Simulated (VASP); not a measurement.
# AlN (P6_3mc) in VASP: further runs, part 2 of 2

VASP 6.6.1.

## 4. Single point, r2SCAN (strain -0.050 along x and y, +0.000 along z)

POSCAR

```
AlN
1.0
    2.9554520440      0.0000000000      0.0000000000
   -1.4777260220      2.5594965498      0.0000000000
    0.0000000000      0.0000000000      4.9780000000
Al N
2 2
Direct
    0.3333333333      0.6666666667      0.0000000000
    0.6666666667      0.3333333333      0.5000000000
    0.3333333333      0.6666666667      0.3850000000
    0.6666666667      0.3333333333      0.8850000000
```

INCAR.step1

```
SYSTEM = AlN
ALGO     = Normal         ! electronic algorithm
EDIFF    = 1E-4           ! SCF threshold, eV
ENCUT    = 520            ! plane-wave cutoff, eV
GGA      = PE             ! functional
ISMEAR   = 0              ! smearing method
LASPH    = .TRUE.         ! aspherical terms in the spheres
LCHARG   = .FALSE.        ! write CHGCAR
LREAL    = .FALSE.        ! projectors in reciprocal space
LWAVE    = .TRUE.         ! write WAVECAR
NBANDS   = 16             ! bands
NELM     = 80             ! most SCF steps
PREC     = Accurate       ! precision mode
SIGMA    = 0.05           ! smearing width, eV
```

INCAR.step2

```
SYSTEM = AlN
ALGO     = Normal         ! electronic algorithm
EDIFF    = 1E-7           ! SCF threshold, eV
ENCUT    = 520            ! plane-wave cutoff, eV
ISIF     = 2              ! what is computed and relaxed
ISMEAR   = 0              ! smearing method
ISTART   = 1            
LASPH    = .TRUE.         ! aspherical terms in the spheres
LCHARG   = .FALSE.        ! write CHGCAR
LMIXTAU  = .TRUE.       
LREAL    = .FALSE.        ! projectors in reciprocal space
LWAVE    = .FALSE.        ! write WAVECAR
METAGGA  = R2SCAN         ! meta-GGA
NBANDS   = 16             ! bands
NELM     = 80             ! most SCF steps
PREC     = Accurate       ! precision mode
SIGMA    = 0.05           ! smearing width, eV
```

KPOINTS

```
k-points
0
G
  12 12 6
  0 0 0
```

Run with:

```bash
$ cat potpaw_PBE.64/Al/POTCAR potpaw_PBE.64/N/POTCAR > POTCAR
$ cp INCAR.step1 INCAR
$ mpirun -np 1 vasp_std > vasp.out
$ cp INCAR.step2 INCAR
$ mpirun -np 1 vasp_std > vasp.out
```

Run time: 3.7 min. Hardware: 1 thread of Intel Xeon 8259CL, shared host; peak memory 0.19 GiB.

It converged, with:

```
Free energy            : -38.0170 eV
Pressure               : 27.2 GPa
Largest force          : 0.987 eV/Å
Band gap on the k mesh : 5.75 eV (least direct gap 5.93 eV)
```

Forces in eV/Å, atoms in the order of the input:
```
Al   0.000  0.000  0.987
Al   0.000  0.000  0.987
N    0.000  0.000 -0.987
N    0.000  0.000 -0.987
```

Stress tensor (GPa, compression positive):
```
37.93  0.00  0.00
 0.00 37.93  0.00
 0.00  0.00  5.82
```

Levels at points of the mesh, in eV from the valence-band top:
```tsv
k point	band 6	band 7	band 8	band 9	band 10	band 11
(0.00, 0.00, 0.00)	-0.03	-0.03	0.00	5.93	9.23	12.47
(0.50, 0.00, 0.00)	-1.90	-1.72	-0.61	6.54	7.42	10.14
(0.00, 0.00, 0.50)	-0.31	-0.31	-0.31	8.62	8.62	12.17
(0.50, 0.00, 0.50)	-1.44	-1.32	-1.32	6.35	6.35	10.89
```

Caveat: the cell differs from its parent crystal (strain -0.050 along x and y, +0.000 along z); the stress differs along the axes, from 6 to 38 GPa; the PAW data sets were made with another functional, which shifts forces and pressure a little. A k mesh can miss the band edges.

## 5. Single point, r2SCAN (strain -0.025 along x and y, -0.050 along z)

POSCAR

```
AlN
1.0
    3.0332270978      0.0000000000      0.0000000000
   -1.5166135489      2.6268517221      0.0000000000
    0.0000000000      0.0000000000      4.7291000000
Al N
2 2
Direct
    0.3333333333      0.6666666667      0.0000000000
    0.6666666667      0.3333333333      0.5000000000
    0.3333333333      0.6666666667      0.3850000000
    0.6666666667      0.3333333333      0.8850000000
```

INCAR.step1

```
PREC = Accurate
ENCUT = 520
ISMEAR = 0
SIGMA = 0.05
LREAL = F
LASPH = T
NELM = 60
NBANDS = 16
GGA = PE
ALGO = Normal
EDIFF = 1E-4
LWAVE = T
LCHARG = F
```

INCAR.step2

```
PREC = Accurate
ENCUT = 520
EDIFF = 1E-6
ISMEAR = 0
SIGMA = 0.05
LREAL = F
LASPH = T
NELM = 60
ALGO = Normal
ISIF = 2
LWAVE = F
LCHARG = F
METAGGA = R2SCAN
LMIXTAU = T
NBANDS = 16
ISTART = 1
```

KPOINTS

```
Automatic mesh
0
Gamma
  12 12 6
```

Potentials or basis: VASP PAW PBE potentials, release 64 (Al, N).

Run with:

```bash
$ cat potpaw_PBE.64/Al/POTCAR potpaw_PBE.64/N/POTCAR > POTCAR
$ cp INCAR.step1 INCAR
$ mpirun -np 1 vasp_std > vasp.out
$ cp INCAR.step2 INCAR
$ mpirun -np 1 vasp_std > vasp.out
```

OUTCAR:

```text
PREC = Accurate
   ENCUT = 520
   EDIFF = 1E-6
   ISMEAR = 0
   LREAL = F
   LASPH = T
   NELM = 60
   ISIF = 2
   METAGGA = R2SCAN
   ISTART = 1

 ion  position               nearest neighbor table
   1  0.333  0.667  0.000-   3 1.82   4 1.83   4 1.83   4 1.83   2 2.94   2 2.94   2 2.94   2 2.94
                             2 2.94   2 2.94
   2  0.667  0.333  0.500-   4 1.82   3 1.83   3 1.83   3 1.83   1 2.94   1 2.94   1 2.94   1 2.94
                             1 2.94   1 2.94
   3  0.333  0.667  0.385-   1 1.82   2 1.83   2 1.83   2 1.83
   4  0.667  0.333  0.885-   2 1.82   1 1.83   1 1.83   1 1.83

  LATTYP: Found a hexagonal cell.
 ALAT       =     3.0332270978
 C/A-ratio  =     1.5590985599

  Lattice vectors:

 A1 = (   3.0332270978,   0.0000000000,   0.0000000000)
 A2 = (  -1.5166135489,   2.6268517221,   0.0000000000)
 A3 = (   0.0000000000,   0.0000000000,   4.7291000000)

Analysis of symmetry for initial positions (statically):
=====================================================================
 Subroutine PRICEL returns:
 Original cell was already a primitive cell.

 Routine SETGRP: Setting up the symmetry group for a
 hexagonal supercell.

 Subroutine GETGRP returns: Found 12 space group operations
 (whereof  6 operations were pure point group operations)
 out of a pool of 24 trial point group operations.

The static configuration has the point symmetry C_3v.
 The point group associated with its full space group is C_6v.

Analysis of symmetry for dynamics (positions and initial velocities):
=====================================================================
 Subroutine PRICEL returns:
 Original cell was already a primitive cell.

 Routine SETGRP: Setting up the symmetry group for a
 hexagonal supercell.

 Subroutine GETGRP returns: Found 12 space group operations
 (whereof  6 operations were pure point group operations)
 out of a pool of 24 trial point group operations.

The dynamic configuration has the point symmetry C_3v.
 The point group associated with its full space group is C_6v.

 Subroutine INISYM returns: Found 12 space group operations
 (whereof  6 operations are pure point group operations),
 and found     1 'primitive' translations

----------------------------------------------------------------------------------------

                                     Primitive cell

  volume of cell :      37.6807

  direct lattice vectors                    reciprocal lattice vectors
     3.033227098  0.000000000  0.000000000     0.329681876  0.190341920  0.000000000
    -1.516613549  2.626851722  0.000000000     0.000000000  0.380683840  0.000000000
     0.000000000  0.000000000  4.729100000     0.000000000  0.000000000  0.211456725

  length of vectors
     3.033227098  3.033227098  4.729100000     0.380683840  0.380683840  0.211456725

  position of ions in fractional coordinates (direct lattice)
     0.333333333  0.666666667  0.000000000
     0.666666667  0.333333333  0.500000000
     0.333333333  0.666666667  0.385000000
     0.666666667  0.333333333  0.885000000

  ion indices of the primitive-cell ions
   primitive index   ion index
                 1           1
                 2           2
                 3           3
                 4           4

----------------------------------------------------------------------------------------
[... 22 lines left out ...]

 Found     76 irreducible k-points:

 Following reciprocal coordinates:
            Coordinates               Weight
  0.000000  0.000000  0.000000      1.000000
  0.083333  0.000000  0.000000      6.000000
  0.166667  0.000000  0.000000      6.000000
  0.250000  0.000000  0.000000      6.000000
  0.333333  0.000000  0.000000      6.000000
  0.416667  0.000000  0.000000      6.000000
[... 16 lines left out ...]
  0.250000  0.000000  0.166667     12.000000
  0.333333  0.000000  0.166667     12.000000
 [... further k-points ...]
   k-points           NKPTS =     76   k-points in BZ     NKDIM =     76   number of bands    NBANDS=     16
   number of dos      NEDOS =    301   number of ions     NIONS =      4
   total plane-waves  NPLWV =  20736
   dimension x,y,z NGX =    24 NGY =   24 NGZ =   36
   dimension x,y,z NGXF=    48 NGYF=   48 NGZF=   72
   ions per type =               2   2
   NGX,Y,Z   is equivalent  to a cutoff of  13.15, 13.15, 12.66 a.u.
   NGXF,Y,Z  is equivalent  to a cutoff of  26.31, 26.31, 25.31 a.u.
 SYSTEM =  unknown system
   PREC   = accura    normal or accurate (medium, high low for compatibility)
   ISTART =      1    job   : 0-new  1-cont  2-samecut
   ICHARG =      0    charge: 1-file 2-atom 10-const
   ISPIN  =      1    spin polarized calculation?
   LNONCOLLINEAR =      F non collinear calculations
   LSORBIT =      F    spin-orbit coupling
   LASPH  =      T    aspherical Exc in radial PAW
   ENCUT  =  520.0 eV  38.22 Ry    6.18 a.u.   5.64  5.64  8.79*2*pi/ulx,y,z
   NELM   =     60;   NELMIN=  2; NELMDL=  0     # of ELM steps
   EDIFF  = 0.1E-05   stopping-criterion for ELM
   LREAL  =      F    real-space projection
   EDIFFG = 0.1E-04   stopping-criterion for IOM
   NSW    =      0    number of steps for IOM
   IBRION =     -1    ionic relax: 0-MD 1-quasi-New 2-CG
   NFREE  =      0    steps in history (QN), initial steepest desc. (CG)
   ISIF   =      2    stress and relaxation
   ISYM   =      2    0-nonsym 1-usesym 2-fastsym
   POTIM  = 0.5000    time-step for ionic-motion
   TEBEG  =    0.0;   TEEND  =   0.0 temperature during run
   PSTRESS=    0.0 pullay stress
   NELECT =      16.0000    total number of electrons
   NUPDOWN=      -1.0000    fix difference up-down
   EMIN   =  10.00;   EMAX   =-10.00  energy-range for DOS
   EFERMI =   0.00;   METHOD = LEGACY
   ISMEAR =     0;   SIGMA  =   0.05  broadening in eV -4-tet -1-fermi 0-gaus
   EFERMI_NEDOS =   21; number of points for ismear=-14 and -15
   IALGO  =     38    algorithm
   IMIX   =      4    mixing-type and parameters
     AMIX     =   0.40;   BMIX     =  1.00
     AMIX_MAG =   1.60;   BMIX_MAG =  1.00
  volume/ion in A,a.u.               =       9.42        63.57
  Fermi-wavevector in a.u.,A,eV,Ry     =   1.230482  2.325273 20.600380  1.514085
  Thomas-Fermi vector in A             =   2.365329
   LORBIT       =      0    0 simple, 1 ext, 2 COOP (PROOUT), +10 PAW based schemes
   METAGGA = R2SCAN    functional components
   LHFCALC =     F    Hartree Fock is set to
   AEXX    =    0.0000 exact exchange contribution
   IVDW    =     0    specifies the selected vdW correction
   LEPSILON=     F    determine dielectric tensor
   LRPA    =     F    only Hartree local field effects (RPA)
 non-spin polarized calculation
 Gauss-broadening in eV      SIGMA  =   0.05
  energy-cutoff  :      520.00
  volume of cell :       37.68
 maximum number of plane-waves:      1034
 NGX is ok and might be reduce to    24
   NGX = 11   NGY = 11   NGZ = 17

 number of electron      16.0000000 magnetization

 Free energy of the ion-electron system (eV)
  ---------------------------------------------------
  ext. energy  EPLUGINS =         0.00000000
  ---------------------------------------------------
  free energy    TOTEN  =       -38.16146582 eV

  energy without entropy =      -38.16146582  energy(sigma->0) =      -38.16146582

 E-fermi :   7.3072     XC(G=0): -11.8784

 val. band max:        7.0696352798   @ k =   0.0000   0.0000   0.0000
 cond. band min:      12.7889938760   @ k =   0.0000   0.0000   0.0000
 fundamental gap:      5.7193585962
 Fermi energy:         7.3072196451

 k-point     1 :       0.0000    0.0000    0.0000
  band No.  band energies     occupation
      1      -9.7042      2.00000
      2      -7.1258      2.00000
      3       0.4628      2.00000
      4       5.8325      2.00000
      5       5.8325      2.00000
      6       6.6000      2.00000
[... 433 lines left out ...]
      3       1.5628      2.00000
      4       2.7203      2.00000
      5       3.3756      2.00000
      6       4.8466      2.00000
[... 8 lines left out ...]
     15      21.7102      0.00000
     16      23.1686      0.00000

 [... further k-points ...]
[... 5 lines left out ...]
  --------------------------------------------------------------------------------------
  -------------------------------------------------------------------------------------
  Total        5.0552100      5.0552100      7.2659913      0.0000000      0.0000000      0.0000000
  in kB      214.9467082    214.9467082    308.9487712      0.0000000      0.0000000      0.0000000
  external PRESSURE =     246.2807292 kB  Pullay stress =       0.0000000 kB

 VOLUME and BASIS-vectors are now :
 -----------------------------------------------------------------------------
  energy-cutoff  :      520.00
  volume of cell :       37.68
      direct lattice vectors                 reciprocal lattice vectors
     3.033227098  0.000000000  0.000000000     0.329681876  0.190341920  0.000000000
    -1.516613549  2.626851722  0.000000000     0.000000000  0.380683840  0.000000000
     0.000000000  0.000000000  4.729100000     0.000000000  0.000000000  0.211456725

 POSITION                                       TOTAL-FORCE (eV/Angst)
 -----------------------------------------------------------------------------------
     -0.00000      1.75123      0.00000        -0.000000      0.000000     -0.310833
      1.51661      0.87562      2.36455         0.000000     -0.000000     -0.310833
     -0.00000      1.75123      1.82070        -0.000000     -0.000000      0.310833
      1.51661      0.87562      4.18525         0.000000      0.000000      0.310833
 -----------------------------------------------------------------------------------
    total drift:                               -0.000000      0.000000     -0.016916

  FREE ENERGIE OF THE ION-ELECTRON SYSTEM (eV)
  ---------------------------------------------------
  free  energy   TOTEN  =       -38.1614658241 eV

  energy  without entropy=      -38.1614658241  energy(sigma->0) =      -38.16146582
```

Wall time 2.8 min (1 thread of Intel Xeon 8259CL, shared host); peak memory 0.18 GiB.

Results:

| Quantity | Value |
| --- | --- |
| Free energy | -38.1615 eV |
| Pressure | 24.6 GPa |
| Largest force | 0.311 eV/Å |
| Band gap on the k mesh | 5.72 eV |

Forces in eV/Å, atoms in the order of the input:
```
Al   0.000  0.000 -0.311
Al   0.000  0.000 -0.311
N    0.000  0.000  0.311
N    0.000  0.000  0.311
```

Caveat: the cell differs from its parent crystal (strain -0.025 along x and y, -0.050 along z); the stress differs along the axes, from 21 to 31 GPa; the PAW data sets were made with another functional, which shifts forces and pressure a little.

## 6. Overview

| cell | gap on the mesh (eV) | pressure (GPa) | largest force (eV/Å) |
| --- | --- | --- | --- |
| a = 2.955, b = 2.955, c = 4.729 Å, angles 90.0, 90.0, 120.0°, 4 atoms | 5.75 | 42.4 | 0.20 |
| a = 2.955, b = 2.955, c = 4.854 Å, angles 90.0, 90.0, 120.0°, 4 atoms | 5.75 | 34.2 | 0.68 |
| a = 2.955, b = 2.955, c = 4.978 Å, angles 90.0, 90.0, 120.0°, 4 atoms | 5.75 | 27.2 | 0.99 |
| a = 3.033, b = 3.033, c = 4.729 Å, angles 90.0, 90.0, 120.0°, 4 atoms | 5.72 | 24.6 | 0.31 |

Alike in all rows: task single point; level r2SCAN; potentials or basis VASP PAW PBE potentials, release 64 (Al, N); no spin polarisation; k mesh 12 × 12 × 6; cutoff (eV) 520; smearing gaussian 0.05 eV.

Caveats: the PAW data sets were made with another functional, which shifts forces and pressure a little; the stress differs along the axes, from 38 to 45 GPa (at least some runs); the stress differs along the axes, from 20 to 41 GPa (at least some runs); the stress differs along the axes, from 6 to 38 GPa (at least some runs); the stress differs along the axes, from 21 to 31 GPa (at least some runs).

Total energies depend on the potentials used, so only differences within one code and one set of settings carry meaning.
